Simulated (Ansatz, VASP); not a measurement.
# Two plane-wave programs on Cu

```
CELL_PARAMETERS angstrom
2.49114 0.00000 0.00000
-1.24557 2.15739 0.00000
0.00000 0.00000 4.04285
ATOMIC_POSITIONS crystal
Cu 0.33333 0.66667 0.25000
Cu 0.66667 0.33333 0.75000
```

Alike in both runs: task single point; functional LDA; k mesh 13 × 13 × 7; occupations fermi-dirac, width 0.05 eV; no spin polarisation.

|  | VASP | Ansatz |
| --- | --- | --- |
| version | VASP 6.6.1 | Ansatz 0.2.0 |
| potentials or method | VASP PAW LDA potentials, release 64 (Cu), cutoff 520 eV | plane waves, PAW |
| valence electrons in the cell | 22 | 38 |

Ansatz gave:

- pressure (GPa): 0.4
- traceless stress, the component that is largest in VASP (GPa): 2.68

**Question.** What did VASP give for the same quantities?

**Answer.** Pressure (GPa): 1.3; traceless stress, the component that is largest in VASP (GPa): 2.67.

LDA's correlation is that of Perdew and Zunger in VASP and of Perdew and Wang (1992) in Ansatz. VASP's potentials hold 22 valence electrons a cell and Ansatz's 38, so a difference there can come from the potentials and not from the codes.
